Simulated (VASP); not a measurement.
# AsRu (CsCl type) (Pm-3m) in VASP: notebook

AsRu (CsCl type) is run at these levels: LDA; tasks: single point.

All numbers are computed with VASP 6.6.1; they aren't measurements. Logs are shortened: lines on timing, memory, paths and dates and some standing lists are left out, and cuts for length are marked.

## Step 1: The cell of the first run

It takes space group Pm-3m (No. 221, cubic). The conventional cell has a = 2.934 Å, b = 2.934 Å, c = 2.934 Å, α = 90.00°, β = 90.00°, γ = 90.00°. Within 3.4 Å of Ru (site symmetry m-3m) lie 8 As at 2.54 Å and 6 Ru at 2.93 Å. Within 3.4 Å of As (site symmetry m-3m) lie 8 Ru at 2.54 Å and 6 As at 2.93 Å.

## Step 2: Single point, LDA

Contents of INCAR:

```
  PREC = Accurate
  ENCUT = 500
  EDIFF = 1E-6
  ISMEAR = -1
  SIGMA = 0.08
  LREAL = False
  LASPH = True
  NELM = 120
  ALGO = Normal
  ISIF = 2
  LWAVE = False
  LCHARG = False
  GGA = CA
  NBANDS = 16
  GGA_COMPAT = False
```

Contents of KPOINTS:

```
regular mesh
0
Gamma
  14 14 14
```

Contents of POSCAR:

```
AsRu
1.0
    2.9340811793      0.0000000000      0.0000000000
    0.0000000000      2.9340811793      0.0000000000
    0.0000000000      0.0000000000      2.9340811793
Ru As
1 1
Direct
    0.0000000000      0.0000000000      0.0000000000
    0.5000000000      0.5000000000      0.5000000000
```

Potentials or basis: VASP PAW LDA potentials, release 64 (Ru_pv, As).

Run with:

```console
$ cat potpaw_LDA.64/Ru_pv/POTCAR potpaw_LDA.64/As/POTCAR > POTCAR
$ mpirun -np 1 vasp_std > vasp.out
```

OUTCAR:

```text
PREC = Accurate
   ENCUT = 500
   EDIFF = 1E-6
   ISMEAR = -1
   LREAL = False
   LASPH = True
   NELM = 120
   ISIF = 2
   GGA = CA

 ion  position               nearest neighbor table
   1  0.000  0.000  0.000-   2 2.54   2 2.54   2 2.54   2 2.54   2 2.54   2 2.54   2 2.54   2 2.54

   2  0.500  0.500  0.500-   1 2.54   1 2.54   1 2.54   1 2.54   1 2.54   1 2.54   1 2.54   1 2.54

  LATTYP: Found a simple cubic cell.
 ALAT       =     2.9340811793

  Lattice vectors:

 A1 = (   2.9340811793,   0.0000000000,   0.0000000000)
 A2 = (   0.0000000000,   2.9340811793,   0.0000000000)
 A3 = (   0.0000000000,   0.0000000000,   2.9340811793)

Analysis of symmetry for initial positions (statically):
=====================================================================
 Subroutine PRICEL returns:
 Original cell was already a primitive cell.

 Routine SETGRP: Setting up the symmetry group for a
 simple cubic supercell.

 Subroutine GETGRP returns: Found 48 space group operations
 (whereof 48 operations were pure point group operations)
 out of a pool of 48 trial point group operations.

The static configuration has the point symmetry O_h .

Analysis of symmetry for dynamics (positions and initial velocities):
=====================================================================
 Subroutine PRICEL returns:
 Original cell was already a primitive cell.

 Routine SETGRP: Setting up the symmetry group for a
 simple cubic supercell.

 Subroutine GETGRP returns: Found 48 space group operations
 (whereof 48 operations were pure point group operations)
 out of a pool of 48 trial point group operations.

The dynamic configuration has the point symmetry O_h .

 Subroutine INISYM returns: Found 48 space group operations
 (whereof 48 operations are pure point group operations),
 and found     1 'primitive' translations

----------------------------------------------------------------------------------------

                                     Primitive cell

  volume of cell :      25.2590

  direct lattice vectors                    reciprocal lattice vectors
     2.934081179  0.000000000  0.000000000     0.340822199  0.000000000  0.000000000
     0.000000000  2.934081179  0.000000000     0.000000000  0.340822199  0.000000000
     0.000000000  0.000000000  2.934081179     0.000000000  0.000000000  0.340822199

  length of vectors
[... 81 lines left out ...]
   NELM   =    120;   NELMIN=  2; NELMDL= -5     # of ELM steps
   EDIFF  = 0.1E-05   stopping-criterion for ELM
   LREAL  =      F    real-space projection
   EDIFFG = 0.1E-04   stopping-criterion for IOM
   NSW    =      0    number of steps for IOM
   IBRION =     -1    ionic relax: 0-MD 1-quasi-New 2-CG
   NFREE  =      0    steps in history (QN), initial steepest desc. (CG)
   ISIF   =      2    stress and relaxation
   ISYM   =      2    0-nonsym 1-usesym 2-fastsym
   POTIM  = 0.5000    time-step for ionic-motion
   TEBEG  =    0.0;   TEEND  =   0.0 temperature during run
   PSTRESS=    0.0 pullay stress
   NELECT =      19.0000    total number of electrons
   NUPDOWN=      -1.0000    fix difference up-down
   EMIN   =  10.00;   EMAX   =-10.00  energy-range for DOS
   EFERMI =   0.00;   METHOD = LEGACY
   ISMEAR =    -1;   SIGMA  =   0.08  broadening in eV -4-tet -1-fermi 0-gaus
   EFERMI_NEDOS =   21; number of points for ismear=-14 and -15
   IALGO  =     38    algorithm
   IMIX   =      4    mixing-type and parameters
     AMIX     =   0.40;   BMIX     =  1.00
     AMIX_MAG =   1.60;   BMIX_MAG =  1.00
  volume/ion in A,a.u.               =      12.63        85.23
  Fermi-wavevector in a.u.,A,eV,Ry     =   1.488860  2.813538 30.160096  2.216705
  Thomas-Fermi vector in A             =   2.601842
   LORBIT       =      0    0 simple, 1 ext, 2 COOP (PROOUT), +10 PAW based schemes
   GGA     = CA    functional components
   LHFCALC =     F    Hartree Fock is set to
   AEXX    =    0.0000 exact exchange contribution
   IVDW    =     0    specifies the selected vdW correction
   LEPSILON=     F    determine dielectric tensor
   LRPA    =     F    only Hartree local field effects (RPA)
 non-spin polarized calculation
  energy-cutoff  :      500.00
  volume of cell :       25.26
 maximum number of plane-waves:       659
 NGX is ok and might be reduce to    24
   NGX = 11   NGY = 11   NGZ = 11

 number of electron      19.0000002 magnetization

 Free energy of the ion-electron system (eV)
  ---------------------------------------------------
  ext. energy  EPLUGINS =         0.00000000
  ---------------------------------------------------
  free energy    TOTEN  =       -15.95497922 eV

  energy without entropy =      -15.91278183  energy(sigma->0) =      -15.93388052

 E-fermi :  13.4928     XC(G=0): -13.7645

 val. band max:       13.4822150111   @ k =   0.4286   0.2143   0.2143
 cond. band min:      13.4945763512   @ k =   0.1429   0.1429   0.0000
 fundamental gap:      0.0123613401
 Fermi energy:        13.4927608627

 k-point     1 :       0.0000    0.0000    0.0000
  band No.  band energies     occupation
      1     -29.5901      2.00000
      2     -29.5901      2.00000
      3     -29.5901      2.00000
      4      -2.8543      2.00000
      5       7.9899      2.00000
      6       7.9899      2.00000
[... 433 lines left out ...]
      3     -29.5580      2.00000
      4      -0.3184      2.00000
      5       5.6416      2.00000
      6       8.0851      2.00000
[... 8 lines left out ...]
     15      23.8475      0.00000
     16      26.1195      0.00000

 [... further k-points ...]

------------------------ aborting loop because EDIFF is reached ----------------------------------------

  FORCE on cell =-STRESS in cart. coord.  units (eV):
  Direction    XX          YY          ZZ          XY          YZ          ZX
  --------------------------------------------------------------------------------------
  -------------------------------------------------------------------------------------
  Total        4.1604941      4.1604941      4.1604941     -0.0000000     -0.0000000     -0.0000000
  in kB      263.8998316    263.8998316    263.8998316     -0.0000000     -0.0000000     -0.0000000
  external PRESSURE =     263.8998316 kB  Pullay stress =       0.0000000 kB

 VOLUME and BASIS-vectors are now :
 -----------------------------------------------------------------------------
  energy-cutoff  :      500.00
  volume of cell :       25.26
      direct lattice vectors                 reciprocal lattice vectors
     2.934081179  0.000000000  0.000000000     0.340822199  0.000000000  0.000000000
     0.000000000  2.934081179  0.000000000     0.000000000  0.340822199  0.000000000
     0.000000000  0.000000000  2.934081179     0.000000000  0.000000000  0.340822199

 POSITION                                       TOTAL-FORCE (eV/Angst)
 -----------------------------------------------------------------------------------
      0.00000      0.00000      0.00000         0.000000      0.000000      0.000000
      1.46704      1.46704      1.46704         0.000000      0.000000      0.000000
 -----------------------------------------------------------------------------------
    total drift:                                0.000000      0.000000      0.000000

  FREE ENERGIE OF THE ION-ELECTRON SYSTEM (eV)
  ---------------------------------------------------
  free  energy   TOTEN  =       -15.9549792159 eV

  energy  without entropy=      -15.9127818272  energy(sigma->0) =      -15.93388052
```

OSZICAR:

```text
N       E                     dE             d eps       ncg     rms          rms(c)
DAV:   1     0.135488681941E+03    0.13549E+03   -0.10220E+04  3848   0.112E+03
DAV:   2    -0.138697735909E+02   -0.14936E+03   -0.14544E+03  4480   0.323E+02
DAV:   3    -0.164404383906E+02   -0.25707E+01   -0.25470E+01  4520   0.441E+01
DAV:   4    -0.164495269082E+02   -0.90885E-02   -0.90845E-02  4936   0.279E+00
DAV:   5    -0.164495876439E+02   -0.60736E-04   -0.60735E-04  4520   0.195E-01    0.173E+01
DAV:   6    -0.160846062855E+02    0.36498E+00   -0.22479E+00  4024   0.152E+01    0.652E+00
DAV:   7    -0.159814437048E+02    0.10316E+00   -0.39214E-01  3960   0.670E+00    0.522E+00
DAV:   8    -0.159552309446E+02    0.26213E-01   -0.67436E-02  4216   0.236E+00    0.332E-01
DAV:   9    -0.159550833872E+02    0.14756E-03   -0.72803E-04  4576   0.270E-01    0.206E-01
DAV:  10    -0.159549799611E+02    0.10343E-03   -0.34314E-04  4248   0.199E-01    0.317E-02
DAV:  11    -0.159549792159E+02    0.74526E-06   -0.30832E-06  4896   0.210E-02
   1 F= -.15954979E+02 E0= -.15933881E+02  d E =-.421974E-01
```

stdout:

```text
POSCAR found type information on POSCAR RuAs
 POSCAR found :  2 types and       2 ions
 scaLAPACK will be used
 LDA part: xc-table for (Slater(with rela. corr.)+CA(PZ))
 , standard interpolation
 POSCAR, INCAR and KPOINTS ok, starting setup
 FFT: planning ... GRIDC
 FFT: planning ... GRID_SOFT
 FFT: planning ... GRID
 WAVECAR not read
 entering main loop
```

Run time: 29 s. Hardware: 1 thread of Intel Xeon Platinum 8259CL at 2.50GHz (Skylake/Cascade Lake), shared host; peak memory 0.16 GiB.

What came out:

```yaml
Free_energy: -15.9550 eV
Pressure: 26.4 GPa
Band_gap_on_the_k_mesh: zero (an odd number of electrons rules out a gap without spin polarisation)
```

Levels at points of the mesh, in eV from the Fermi level:
```csv
k point,band 6,band 7,band 8,band 9,band 10,band 11,band 12,band 13
"(0.00, 0.00, 0.00)",-5.50,-1.37,-1.37,-1.37,0.16,0.16,0.16,7.30
"(0.50, 0.00, 0.00)",-4.72,-4.41,-4.41,-1.16,0.39,6.02,6.35,6.35
"(0.50, 0.50, 0.00)",-6.18,-4.92,-2.85,-2.85,0.14,0.59,2.97,4.16
"(0.50, 0.50, 0.50)",-8.48,-8.48,0.25,0.25,2.75,2.75,2.75,4.86
```

Caveat: the cell stands under pressure.

## Step 3: Single point, LDA

Contents of INCAR:

```
SYSTEM = AsRu
PREC = Accurate
ENCUT = 500
EDIFF = 1E-6
ISMEAR = -1
SIGMA = 0.08
LREAL = .False.
LASPH = .True.
NELM = 120
ALGO = Normal
ISIF = 2
LWAVE = .False.
LCHARG = .False.
GGA = CA
NBANDS = 16
GGA_COMPAT = .False.
```

Contents of KPOINTS:

```
Automatic mesh
0
Gamma
  14 14 14
  0 0 0
```

Contents of POSCAR:

```
AsRu
1.0
    2.9343089948      0.0000000000      0.0000000000
    0.0000000000      2.9343089948      0.0000000000
    0.0000000000      0.0000000000      2.9343089948
Ru As
1 1
Direct
    0.0000000000      0.0000000000      0.0000000000
    0.5000000000      0.5000000000      0.5000000000
```

Potentials or basis: VASP PAW LDA potentials, release 64 (Ru_pv, As).

Run with:

```console
$ cat potpaw_LDA.64/Ru_pv/POTCAR potpaw_LDA.64/As/POTCAR > POTCAR
$ mpirun -np 1 vasp_std > vasp.out
```

It took 28 s on 1 thread of Intel Xeon Platinum 8259CL at 2.50GHz (Skylake/Cascade Lake), shared host; peak memory 0.16 GiB.

It converged, with:

- Free energy: -15.9560 eV
- Pressure: 26.3 GPa
- Band gap on the k mesh: zero (an odd number of electrons rules out a gap without spin polarisation)

Levels at points of the mesh, in eV from the Fermi level:
| k point | band 6 | band 7 | band 8 | band 9 | band 10 | band 11 | band 12 | band 13 |
| --- | --- | --- | --- | --- | --- | --- | --- | --- |
| (0.00, 0.00, 0.00) | -5.50 | -1.37 | -1.37 | -1.37 | 0.16 | 0.16 | 0.16 | 7.30 |
| (0.50, 0.00, 0.00) | -4.71 | -4.41 | -4.41 | -1.16 | 0.39 | 6.02 | 6.35 | 6.35 |
| (0.50, 0.50, 0.00) | -6.18 | -4.91 | -2.84 | -2.84 | 0.14 | 0.59 | 2.97 | 4.16 |
| (0.50, 0.50, 0.50) | -8.48 | -8.48 | 0.25 | 0.25 | 2.75 | 2.75 | 2.75 | 4.86 |

Caveat: the cell stands under pressure.
